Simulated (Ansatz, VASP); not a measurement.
Two plane-wave programs on Ir

```
CELL_PARAMETERS angstrom
2.73696 0.00000 0.00000
-1.36848 2.37028 0.00000
1.36848 0.79009 2.23472
ATOMIC_POSITIONS crystal
Ir 0.00000 0.00000 0.00000
```

Alike in both runs: task single point; functional PBE; k mesh 15 × 15 × 15; occupations gaussian, width 0.1 eV; no spin polarisation.

|  | VASP | Ansatz |
| --- | --- | --- |
| version | VASP 6.6.1 | Ansatz 0.2.0 |
| potentials or method | VASP PAW PBE potentials, release 64 (Ir), cutoff 520 eV | scalar-relativistic, plane waves, PAW |
| valence electrons in the cell | 9 | 17 |

VASP gave:

| Quantity | Value |
| --- | --- |
| gap on the k mesh at the Fermi level (eV) | none |
| pressure (GPa) | 0.4 |

Problem. What did Ansatz give for the same quantities?

Solution. gap on the k mesh at the Fermi level (eV): none; pressure (GPa): -0.1.

A gap of «none» marks a metal or a gap that the smearing closes. VASP's potentials hold 9 valence electrons a cell and Ansatz's 17, so a difference there can come from the potentials and not from the codes.

Neither program's run includes spin-orbit coupling.
